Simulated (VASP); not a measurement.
GaAs:

```
As Ga
1.0
     0.00000    2.84557    2.84557
     2.84557    0.00000    2.84557
     2.84557    2.84557    0.00000
As Ga
1 1
Direct
  0.75000 0.75000 0.75000
  0.00000 0.00000 0.00000
```

Program: VASP 6.6.1. Alike in all runs: task single point; no spin polarisation; cell as given; k mesh 8 × 8 × 8; cutoff (eV) 520; smearing fermi-dirac 0.05 eV.

Question: Order these runs on this cell by their band gap on the k mesh, lowest first.
A. level PBE+D3(BJ); potentials or basis VASP PAW PBE potentials, release 64 (As, Ga_d)
B. level LDA; potentials or basis VASP PAW LDA potentials, release 64 (As, Ga_d)
C. level r2SCAN; potentials or basis VASP PAW PBE potentials, release 64 (As, Ga_d)

Answer: B (0.18 eV), A (0.37 eV), C (0.84 eV).

A k mesh can miss the band edges.
